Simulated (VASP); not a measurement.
**Rb16H (a cell with a defect): single point with PBE**

The system is Rb16H (a cell with a defect).

```
Rb H
1.0
    11.18000    0.00000    0.00000
     0.00000   11.18000    0.00000
     0.00000    0.00000   11.18000
Rb H
16 1
Cartesian
  -0.1136 0.0697 -0.0920
  5.2186 -0.0338 0.0331
  0.0547 5.2124 0.1770
  -0.2123 0.1927 5.4765
  3.3349 2.6442 2.5624
  5.4196 5.8364 -0.0958
  6.0884 0.0092 5.3524
  8.2802 2.8461 2.1954
  0.0232 5.1361 5.7770
  2.3511 8.3492 2.9419
  2.9254 2.5895 8.3235
  5.2703 6.1117 5.7667
  8.5651 8.2051 2.6731
  8.6828 3.0423 9.1348
  2.7501 8.4697 8.1568
  8.4293 8.3950 8.6436
  10.1446 2.5142 0.3712
```

```
Program                : VASP 6.6.1
Task                   : single point
Functional             : PBE
Potentials or basis    : VASP PAW PBE potentials, release 64 (Rb_sv, H)
Cutoff                 : 520 eV
k mesh                 : 1 × 1 × 1
Occupations            : fermi-dirac, width 0.1 eV
Spin                   : no spin polarisation
Dipole correction      : no
Further INCAR settings : LREAL = Auto; ALGO = Normal; EDIFF = 1e-07; NBANDS = 86
```

| Quantity | Value |
| --- | --- |
| Pressure | 0.2 GPa |
| Largest force | 0.266 eV/Å |
| Band gap on the k mesh | zero (an odd number of electrons rules out a gap without spin polarisation) |

Forces on the atoms (eV/Å):
```
Rb   0.108 -0.027  0.048
Rb   0.129 -0.162 -0.081
Rb   0.127 -0.037  0.020
Rb   0.025  0.020  0.027
Rb  -0.180  0.109  0.157
Rb  -0.058  0.020  0.014
Rb  -0.076 -0.001  0.091
Rb  -0.020  0.004  0.241
Rb  -0.040  0.053 -0.067
Rb   0.071  0.017 -0.032
Rb   0.034  0.029 -0.032
Rb   0.163 -0.159 -0.091
Rb  -0.048 -0.012  0.019
Rb  -0.116 -0.110 -0.144
Rb  -0.103  0.075  0.074
Rb   0.016 -0.010 -0.060
H   -0.032  0.190 -0.183
```

Levels at points of the mesh, in eV from the Fermi level:
| k point | band 69 | band 70 | band 71 | band 72 | band 73 | band 74 | band 75 | band 76 |
| --- | --- | --- | --- | --- | --- | --- | --- | --- |
| (0.00, 0.00, 0.00) | -0.67 | -0.63 | -0.58 | -0.37 | 0.18 | 0.19 | 0.22 | 0.24 |

It took 8.3 min on 1 thread of Intel Xeon 8259CL, on a shared host, peak memory 1 GiB.

Caveat: the k points lie up to 0.56 Å⁻¹ apart, too coarse for converged energies and pressures of a metal.
